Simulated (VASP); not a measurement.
# BaTiO3 (P4/mmm) in VASP: notebook

Runs on BaTiO3. Level: PBE. Tasks: single point.

All numbers are computed with VASP 6.6.1; they aren't measurements. Logs are shortened: lines on timing, memory, paths and dates and some standing lists are left out, and cuts for length are marked.

**1. The cell of the first run**

Symmetry: P4/mmm, No. 123, tetragonal system. The conventional cell has a = 4.000 Å, b = 4.000 Å, c = 4.098 Å, α = 90.00°, β = 90.00°, γ = 90.00°. Ba (site symmetry 4/mmm) has 12 O at 2.83 to 2.86 Å and 8 Ti at 3.49 Å within 3.7 Å. Ti (site symmetry 4/mmm) has 6 O at 2.00 to 2.05 Å within 2.6 Å. Within 2.7 Å of O (site symmetry 4/mmm) lie 2 Ti at 2.05 Å. O (site symmetry mmm) has 2 Ti at 2.00 Å within 2.6 Å.

**2. Single point, PBE (zz strain of +2 %)**

INCAR

```
PREC = Accurate
ENCUT = 520
EDIFF = 1E-6
ISMEAR = -1
SIGMA = 0.03
LREAL = F
LASPH = T
NELM = 80
ALGO = Normal
ISIF = 2
LWAVE = F
LCHARG = F
GGA = PE
NBANDS = 28
```

KPOINTS

```
regular mesh
0
Gamma
  7 7 7
```

POSCAR

```
BaTiO3
1.0
    3.9998000000      0.0000000000      0.0000000000
    0.0000000000      3.9998000000      0.0000000000
    0.0000000000      0.0000000000      4.0983600000
Ba Ti O
1 1 3
Direct
    0.0000000000      0.0000000000      0.0000000000
    0.5000000000      0.5000000000      0.5000000000
    0.5000000000      0.5000000000      0.0000000000
    0.5000000000      0.0000000000      0.5000000000
    0.0000000000      0.5000000000      0.5000000000
```

Potentials or basis: VASP PAW PBE potentials, release 64 (Ba_sv, Ti_sv, O).

Run with:

```bash
$ cat potpaw_PBE.64/Ba_sv/POTCAR potpaw_PBE.64/Ti_sv/POTCAR potpaw_PBE.64/O/POTCAR > POTCAR
$ mpirun -np 1 vasp_std > vasp.out
```

OUTCAR:

```text
PREC = Accurate
   ENCUT = 520
   EDIFF = 1E-6
   ISMEAR = -1
   LREAL = F
   LASPH = T
   NELM = 80
   ISIF = 2
   GGA = PE

 ion  position               nearest neighbor table
   1  0.000  0.000  0.000-   3 2.83   3 2.83   3 2.83   3 2.83   5 2.86   4 2.86   5 2.86   5 2.86
                             5 2.86   4 2.86   4 2.86   4 2.86   2 3.49   2 3.49   2 3.49   2 3.49
   2  0.500  0.500  0.500-   4 2.00   5 2.00   4 2.00   5 2.00   3 2.05   3 2.05   1 3.49   1 3.49
                             1 3.49   1 3.49   1 3.49   1 3.49   1 3.49   1 3.49
   3  0.500  0.500  0.000-   2 2.05   2 2.05   1 2.83   1 2.83   1 2.83   1 2.83
   4  0.500  0.000  0.500-   2 2.00   2 2.00   1 2.86   1 2.86   1 2.86   1 2.86
   5  0.000  0.500  0.500-   2 2.00   2 2.00   1 2.86   1 2.86   1 2.86   1 2.86

  LATTYP: Found a simple tetragonal cell.
 ALAT       =     3.9998000000
 C/A-ratio  =     1.0246412321

  Lattice vectors:

 A1 = (   3.9998000000,   0.0000000000,   0.0000000000)
 A2 = (   0.0000000000,   3.9998000000,   0.0000000000)
 A3 = (   0.0000000000,   0.0000000000,   4.0983600000)

Analysis of symmetry for initial positions (statically):
=====================================================================
 Subroutine PRICEL returns:
 Original cell was already a primitive cell.

 Routine SETGRP: Setting up the symmetry group for a
 simple tetragonal supercell.

 Subroutine GETGRP returns: Found 16 space group operations
 (whereof 16 operations were pure point group operations)
 out of a pool of 16 trial point group operations.

The static configuration has the point symmetry D_4h.

Analysis of symmetry for dynamics (positions and initial velocities):
=====================================================================
 Subroutine PRICEL returns:
 Original cell was already a primitive cell.

 Routine SETGRP: Setting up the symmetry group for a
 simple tetragonal supercell.

 Subroutine GETGRP returns: Found 16 space group operations
 (whereof 16 operations were pure point group operations)
 out of a pool of 16 trial point group operations.

The dynamic configuration has the point symmetry D_4h.

 Subroutine INISYM returns: Found 16 space group operations
 (whereof 16 operations are pure point group operations),
 and found     1 'primitive' translations

----------------------------------------------------------------------------------------

                                     Primitive cell

  volume of cell :      65.5672

  direct lattice vectors                    reciprocal lattice vectors
     3.999800000  0.000000000  0.000000000     0.250012501  0.000000000  0.000000000
     0.000000000  3.999800000  0.000000000     0.000000000  0.250012501  0.000000000
     0.000000000  0.000000000  4.098360000     0.000000000  0.000000000  0.244000039

  length of vectors
     3.999800000  3.999800000  4.098360000     0.250012501  0.250012501  0.244000039

  position of ions in fractional coordinates (direct lattice)
     0.000000000  0.000000000  0.000000000
     0.500000000  0.500000000  0.500000000
     0.500000000  0.500000000  0.000000000
     0.500000000  0.000000000  0.500000000
     0.000000000  0.500000000  0.500000000

  ion indices of the primitive-cell ions
   primitive index   ion index
                 1           1
                 2           2
                 3           3
                 4           4
                 5           5

----------------------------------------------------------------------------------------

 KPOINTS: regular mesh

Automatic generation of k-mesh.
 Grid dimensions read from file:
 generate k-points for:    7    7    7

 Generating k-lattice:

  Cartesian coordinates                     Fractional coordinates (reciprocal lattice)
     0.035716072  0.000000000  0.000000000     0.142857143  0.000000000  0.000000000
     0.000000000  0.035716072  0.000000000     0.000000000  0.142857143  0.000000000
     0.000000000  0.000000000  0.034857148     0.000000000  0.000000000  0.142857143

  Length of vectors
     0.035716072  0.035716072  0.034857148

  Shift w.r.t. Gamma in fractional coordinates (k-lattice)
     0.000000000  0.000000000  0.000000000

 Subroutine IBZKPT returns following result:
 ===========================================

 Found     40 irreducible k-points:

 Following reciprocal coordinates:
            Coordinates               Weight
  0.000000  0.000000  0.000000      1.000000
  0.142857  0.000000  0.000000      4.000000
  0.285714  0.000000  0.000000      4.000000
  0.428571  0.000000  0.000000      4.000000
  0.142857  0.142857  0.000000      4.000000
  0.285714  0.142857  0.000000      8.000000
[... 16 lines left out ...]
  0.285714  0.000000  0.285714      8.000000
  0.428571  0.000000  0.285714      8.000000
 [... further k-points ...]
   k-points           NKPTS =     40   k-points in BZ     NKDIM =     40   number of bands    NBANDS=     28
[... 38 lines left out ...]
  volume/ion in A,a.u.               =      13.11        88.49
  Fermi-wavevector in a.u.,A,eV,Ry     =   1.388458  2.623804 26.229507  1.927814
  Thomas-Fermi vector in A             =   2.512582
   LORBIT       =      0    0 simple, 1 ext, 2 COOP (PROOUT), +10 PAW based schemes
   GGA     = PE    functional components
   LHFCALC =     F    Hartree Fock is set to
   AEXX    =    0.0000 exact exchange contribution
   IVDW    =     0    specifies the selected vdW correction
   LEPSILON=     F    determine dielectric tensor
   LRPA    =     F    only Hartree local field effects (RPA)
 non-spin polarized calculation
  energy-cutoff  :      520.00
  volume of cell :       65.57
 maximum number of plane-waves:      1795
 NGX is ok and might be reduce to    30
   NGX = 15   NGY = 15   NGZ = 15

 number of electron      39.9999983 magnetization

 Free energy of the ion-electron system (eV)
  ---------------------------------------------------
  ext. energy  EPLUGINS =         0.00000000
  ---------------------------------------------------
  free energy    TOTEN  =       -39.97187723 eV

  energy without entropy =      -39.97187723  energy(sigma->0) =      -39.97187723

 E-fermi :   4.4135     XC(G=0): -11.1425

 val. band max:        3.6117326778   @ k =   0.4286   0.4286   0.4286
 cond. band min:       5.3502003077   @ k =   0.0000   0.0000   0.0000
 fundamental gap:      1.7384676299
 Fermi energy:         4.4134740642

 k-point     1 :       0.0000    0.0000    0.0000
  band No.  band energies     occupation
      1     -53.0660      2.00000
      2     -29.2675      2.00000
      3     -29.2675      2.00000
      4     -29.2631      2.00000
      5     -21.2042      2.00000
      6     -13.1944      2.00000
[... 20 lines left out ...]
     27       8.8120      0.00000
     28      10.8096      0.00000

 k-point     2 :       0.1429    0.0000    0.0000
  band No.  band energies     occupation
      1     -53.0658      2.00000
      2     -29.2773      2.00000
      3     -29.2671      2.00000
      4     -29.2627      2.00000
      5     -21.1836      2.00000
      6     -13.1875      2.00000
[... 20 lines left out ...]
     27       9.1959      0.00000
     28      11.3032      0.00000

 k-point     3 :       0.2857    0.0000    0.0000
  band No.  band energies     occupation
      1     -53.0654      2.00000
      2     -29.2991      2.00000
      3     -29.2663      2.00000
      4     -29.2619      2.00000
      5     -21.1365      2.00000
      6     -13.2412      2.00000
[... 20 lines left out ...]
     27      10.1146      0.00000
     28      11.8575      0.00000

 k-point     4 :       0.4286    0.0000    0.0000
  band No.  band energies     occupation
      1     -53.0650      2.00000
      2     -29.3165      2.00000
      3     -29.2656      2.00000
      4     -29.2612      2.00000
      5     -21.0979      2.00000
      6     -13.3294      2.00000
[... 578 lines left out ...]
     27      10.4338      0.00000
     28      12.1646      0.00000

 k-point    23 :       0.2857    0.0000    0.2857
  band No.  band energies     occupation
      1     -53.0650      2.00000
      2     -29.2978      2.00000
      3     -29.2847      2.00000
      4     -29.2654      2.00000
      5     -21.0921      2.00000
      6     -13.1331      2.00000
[... 20 lines left out ...]
     27      11.4244      0.00000
     28      12.0482      0.00000

 k-point    24 :       0.4286    0.0000    0.2857
  band No.  band energies     occupation
      1     -53.0646      2.00000
      2     -29.3150      2.00000
      3     -29.2838      2.00000
      4     -29.2648      2.00000
      5     -21.0609      2.00000
      6     -13.0823      2.00000
[... 20 lines left out ...]
     27      11.9385      0.00000
     28      12.4397      0.00000

 [... further k-points ...]

------------------------ aborting loop because EDIFF is reached ----------------------------------------

  FORCE on cell =-STRESS in cart. coord.  units (eV):
  Direction    XX          YY          ZZ          XY          YZ          ZX
  --------------------------------------------------------------------------------------
  -------------------------------------------------------------------------------------
  Total        0.6583667      0.6583667     -1.0517771      0.0000000      0.0000000      0.0000000
  in kB       16.0876202     16.0876202    -25.7008596      0.0000000      0.0000000      0.0000000
  external PRESSURE =       2.1581269 kB  Pullay stress =       0.0000000 kB

 VOLUME and BASIS-vectors are now :
 -----------------------------------------------------------------------------
  energy-cutoff  :      520.00
  volume of cell :       65.57
      direct lattice vectors                 reciprocal lattice vectors
     3.999800000  0.000000000  0.000000000     0.250012501  0.000000000  0.000000000
     0.000000000  3.999800000  0.000000000     0.000000000  0.250012501  0.000000000
     0.000000000  0.000000000  4.098360000     0.000000000  0.000000000  0.244000039

 POSITION                                       TOTAL-FORCE (eV/Angst)
 -----------------------------------------------------------------------------------
      0.00000      0.00000      0.00000         0.000000      0.000000      0.000000
      1.99990      1.99990      2.04918         0.000000      0.000000      0.000000
      1.99990      1.99990      0.00000         0.000000      0.000000      0.000000
      1.99990      0.00000      2.04918         0.000000      0.000000      0.000000
      0.00000      1.99990      2.04918         0.000000      0.000000      0.000000
 -----------------------------------------------------------------------------------
    total drift:                                0.000000      0.000000     -0.000000

  FREE ENERGIE OF THE ION-ELECTRON SYSTEM (eV)
  ---------------------------------------------------
  free  energy   TOTEN  =       -39.9718772350 eV

  energy  without entropy=      -39.9718772350  energy(sigma->0) =      -39.97187723
```

Run time: 79 s. Hardware: 1 thread of Intel Xeon Platinum 8259CL at 2.50GHz (Skylake/Cascade Lake), shared host; peak memory 0.22 GiB.

What came out:

```
Free energy            : -39.9719 eV
Pressure               : 0.2 GPa
Band gap on the k mesh : 1.74 eV (least direct gap 1.84 eV)
```

Stress tensor (GPa, compression positive):
```
 1.61  0.00  0.00
 0.00  1.61  0.00
 0.00  0.00 -2.57
```

Caveat: the cell differs from its parent crystal (zz strain of +2 %); spin-orbit coupling is left out, which moves the levels of the heavy elements; an odd mesh through Γ misses points on the zone boundary, where band edges can lie.

**3. Single point, PBE (12.08 Å³/atom)**

This run uses another cell than the first one, of 12.08 Å³/atom.

INCAR is that of step 2.

KPOINTS is that of step 2.

Edit POSCAR of step 2 so:

```diff
@@ -2,5 +2,5 @@
 1.0
-    3.9998000000      0.0000000000      0.0000000000
-    0.0000000000      3.9998000000      0.0000000000
-    0.0000000000      0.0000000000      4.0983600000
+    3.9181485176      0.0000000000      0.0000000000
+    0.0000000000      3.9181485176      0.0000000000
+    0.0000000000      0.0000000000      3.9359769848
 Ba Ti O
```

Potentials or basis: VASP PAW PBE potentials, release 64 (Ba_sv, Ti_sv, O).

Run with:

```bash
$ cat potpaw_PBE.64/Ba_sv/POTCAR potpaw_PBE.64/Ti_sv/POTCAR potpaw_PBE.64/O/POTCAR > POTCAR
$ mpirun -np 1 vasp_std > vasp.out
```

It took 40 s on 1 thread of Intel Xeon Platinum 8488C (Sapphire Rapids), shared host; peak memory 0.21 GiB.

Results (log left out):

- Free energy: -39.7397 eV
- Pressure: 16.0 GPa
- Band gap on the k mesh: 1.92 eV (least direct gap 1.94 eV)

Stress tensor (GPa, compression positive):
```
16.41  0.00  0.00
 0.00 16.41  0.00
 0.00  0.00 15.25
```

Levels at points of the mesh, in eV from the valence-band top:
| k point | band 16 | band 17 | band 18 | band 19 | band 20 | band 21 | band 22 | band 23 | band 24 | band 25 |
| --- | --- | --- | --- | --- | --- | --- | --- | --- | --- | --- |
| (0.00, 0.00, 0.00) | -1.12 | -1.12 | -0.02 | -0.02 | -0.02 | 1.92 | 1.92 | 1.93 | 4.36 | 4.40 |

Caveat: the cell stands under pressure; spin-orbit coupling is left out, which moves the levels of the heavy elements; an odd mesh through Γ misses points on the zone boundary, where band edges can lie.

**4. Single point, PBE (12.60 Å³/atom)**

This run uses another cell than the first one, of 12.60 Å³/atom.

INCAR

```
SYSTEM = BaTiO3
ALGO     = Normal         ! electronic algorithm
EDIFF    = 1E-7           ! SCF threshold, eV
ENCUT    = 520            ! plane-wave cutoff, eV
GGA      = PE             ! functional
ISIF     = 2              ! what is computed and relaxed
ISMEAR   = -1             ! smearing method
LASPH    = .True.         ! aspherical terms in the spheres
LCHARG   = .False.        ! write CHGCAR
LREAL    = .False.        ! projectors in reciprocal space
LWAVE    = .False.        ! write WAVECAR
NBANDS   = 28             ! bands
NELM     = 100            ! most SCF steps
PREC     = Accurate       ! precision mode
SIGMA    = 0.03           ! smearing width, eV
```

KPOINTS

```
k-points
0
Gamma
  7 7 7
  0 0 0
```

Edit POSCAR of step 3 so:

```diff
@@ -2,5 +2,5 @@
 1.0
-    3.9181485176      0.0000000000      0.0000000000
-    0.0000000000      3.9181485176      0.0000000000
-    0.0000000000      0.0000000000      3.9359769848
+    3.9729548958      0.0000000000      0.0000000000
+    0.0000000000      3.9729548958      0.0000000000
+    0.0000000000      0.0000000000      3.9910327445
 Ba Ti O
```

Run with:

```bash
$ cat potpaw_PBE.64/Ba_sv/POTCAR potpaw_PBE.64/Ti_sv/POTCAR potpaw_PBE.64/O/POTCAR > POTCAR
$ mpirun -np 1 vasp_std > vasp.out
```

Wall time 52 s (1 thread of Intel Xeon Platinum 8488C (Sapphire Rapids), shared host); peak memory 0.22 GiB.

The run converged. Its results:

- Free energy: -39.9262 eV
- Pressure: 7.2 GPa
- Band gap on the k mesh: 1.84 eV (least direct gap 1.90 eV)

Stress tensor (GPa, compression positive):
```
7.51 0.00 0.00
0.00 7.51 0.00
0.00 0.00 6.54
```

Levels at points of the mesh, in eV from the valence-band top:
```tsv
k point	band 18	band 19	band 20	band 21	band 22	band 23
(0.00, 0.00, 0.00)	-0.07	-0.07	-0.07	1.84	1.84	1.85
```

Caveat: the cell stands under pressure; spin-orbit coupling is left out, which moves the levels of the heavy elements; an odd mesh through Γ misses points on the zone boundary, where band edges can lie.

**5. Single point, PBE (12.98 Å³/atom)**

This run uses another cell than the first one, of 12.98 Å³/atom.

INCAR

```
PREC = Accurate
ENCUT = 520
EDIFF = 1E-6
ISMEAR = -1
SIGMA = 0.03
LREAL = F
LASPH = T
NELM = 100
ALGO = Normal
ISIF = 2
LWAVE = F
LCHARG = F
GGA = PE
NBANDS = 28
```

KPOINTS

```
regular mesh
0
Gamma
  7 7 7
```

Edit POSCAR of step 4 so:

```diff
@@ -2,5 +2,5 @@
 1.0
-    3.9729548958      0.0000000000      0.0000000000
-    0.0000000000      3.9729548958      0.0000000000
-    0.0000000000      0.0000000000      3.9910327445
+    4.0130884697      0.0000000000      0.0000000000
+    0.0000000000      4.0130884697      0.0000000000
+    0.0000000000      0.0000000000      4.0313489353
 Ba Ti O
```

Run with:

```bash
$ cat potpaw_PBE.64/Ba_sv/POTCAR potpaw_PBE.64/Ti_sv/POTCAR potpaw_PBE.64/O/POTCAR > POTCAR
$ mpirun -np 1 vasp_std > vasp.out
```

It took 49 s on 1 thread of Intel Xeon Platinum 8488C (Sapphire Rapids), shared host; peak memory 0.22 GiB.

Results (log left out):

| Item | Value |
| --- | --- |
| Free energy | -39.9810 eV |
| Pressure | 1.7 GPa |
| Band gap on the k mesh | 1.78 eV (least direct gap 1.87 eV) |

Stress tensor (GPa, compression positive):
```
2.01 0.00 0.00
0.00 2.01 0.00
0.00 0.00 1.17
```

Levels at points of the mesh, in eV from the valence-band top:
| k point | band 16 | band 17 | band 18 | band 19 | band 20 | band 21 | band 22 | band 23 | band 24 | band 25 |
| --- | --- | --- | --- | --- | --- | --- | --- | --- | --- | --- |
| (0.00, 0.00, 0.00) | -1.01 | -1.01 | -0.10 | -0.10 | -0.10 | 1.78 | 1.78 | 1.78 | 3.86 | 3.89 |

Caveat: spin-orbit coupling is left out, which moves the levels of the heavy elements; an odd mesh through Γ misses points on the zone boundary, where band edges can lie.

**6. Single point, PBE (13.37 Å³/atom)**

This run uses another cell than the first one, of 13.37 Å³/atom.

INCAR

```
PREC = Accurate
ENCUT = 520
EDIFF = 1E-6
ISMEAR = -1
SIGMA = 0.03
LREAL = False
LASPH = True
NELM = 80
ALGO = Normal
ISIF = 2
LWAVE = False
LCHARG = False
GGA = PE
NBANDS = 28
```

KPOINTS is that of step 5.

Edit POSCAR of step 5 so:

```diff
@@ -2,5 +2,5 @@
 1.0
-    4.0130884697      0.0000000000      0.0000000000
-    0.0000000000      4.0130884697      0.0000000000
-    0.0000000000      0.0000000000      4.0313489353
+    4.0524349834      0.0000000000      0.0000000000
+    0.0000000000      4.0524349834      0.0000000000
+    0.0000000000      0.0000000000      4.0708744846
 Ba Ti O
```

Potentials or basis: VASP PAW PBE potentials, release 64 (Ba_sv, Ti_sv, O).

Run with:

```bash
$ cat potpaw_PBE.64/Ba_sv/POTCAR potpaw_PBE.64/Ti_sv/POTCAR potpaw_PBE.64/O/POTCAR > POTCAR
$ mpirun -np 1 vasp_std > vasp.out
```

Run time: 51 s. Hardware: 1 thread of Intel Xeon Platinum 8488C (Sapphire Rapids), shared host; peak memory 0.22 GiB.

Results (log left out):

```yaml
Free_energy: -39.9752 eV
Pressure: -2.9 GPa
Band_gap_on_the_k_mesh: 1.71 eV (least direct gap 1.84 eV)
```

Stress tensor (GPa, compression positive):
```
-2.68  0.00  0.00
 0.00 -2.68  0.00
 0.00  0.00 -3.40
```

Levels at points of the mesh, in eV from the valence-band top:
```csv
k point,band 16,band 17,band 18,band 19,band 20,band 21,band 22,band 23,band 24,band 25
"(0.00, 0.00, 0.00)",-0.96,-0.96,-0.13,-0.12,-0.12,1.71,1.71,1.72,3.66,3.70
```

Caveat: spin-orbit coupling is left out, which moves the levels of the heavy elements; an odd mesh through Γ misses points on the zone boundary, where band edges can lie.

**7. Overview**

```tsv
cell	gap on the mesh (eV)	pressure (GPa)
a = 4.000, b = 4.000, c = 4.098 Å, 5 atoms	1.74	0.2
a = 3.918, b = 3.918, c = 3.936 Å, 5 atoms	1.92	16.0
a = 3.973, b = 3.973, c = 3.991 Å, 5 atoms	1.84	7.2
a = 4.013, b = 4.013, c = 4.031 Å, 5 atoms	1.78	1.7
a = 4.052, b = 4.052, c = 4.071 Å, 5 atoms	1.71	-2.9
```

Alike in all rows: task single point; level PBE; potentials or basis VASP PAW PBE potentials, release 64 (Ba_sv, Ti_sv, O); no spin polarisation; k mesh 7 × 7 × 7; cutoff (eV) 520; smearing fermi-dirac 0.03 eV.

Caveats: spin-orbit coupling is left out, which moves the levels of the heavy elements; an odd mesh through Γ misses points on the zone boundary, where band edges can lie; the cell stands under pressure (at least some runs).

Absolute energies hang on the potentials; compare differences alone.
